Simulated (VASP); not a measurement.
A run of VASP 6.6.1 is set up as follows.

Contents of INCAR:

```
PREC = Accurate
ENCUT = 600
EDIFF = 1E-6
ISMEAR = -1
SIGMA = 0.02
LREAL = False
LASPH = True
NELM = 120
ALGO = Normal
ISIF = 2
LWAVE = False
LCHARG = False
GGA = PE
NBANDS = 19
GGA_COMPAT = False
```

The input KPOINTS:

```
Automatic mesh
0
Gamma
  8 8 8
```

POSCAR

```
ZrO2
1.0
    0.0000000000      2.5192664499      2.5192664499
    2.5192664499      0.0000000000      2.5192664499
    2.5192664499      2.5192664499      0.0000000000
Zr O
1 2
Direct
    0.0000000000      0.0000000000      0.0000000000
    0.2500000000      0.2500000000      0.2500000000
    0.7500000000      0.7500000000      0.7500000000
```

Potentials or basis: VASP PAW PBE potentials, release 64 (Zr_sv, O).

Run with:

```sh
$ cat potpaw_PBE.64/Zr_sv/POTCAR potpaw_PBE.64/O/POTCAR > POTCAR
$ mpirun -np 1 vasp_std > vasp.out
```

Task: What does it give for the band gap on the k mesh?

Result: 3.44 eV, indirect (least direct gap 3.91 eV).

Task: Predict the pressure.

Result: 12.0 GPa.

Caveat: the cell differs from its parent crystal (strain -1.0%). A k mesh can miss the band edges.
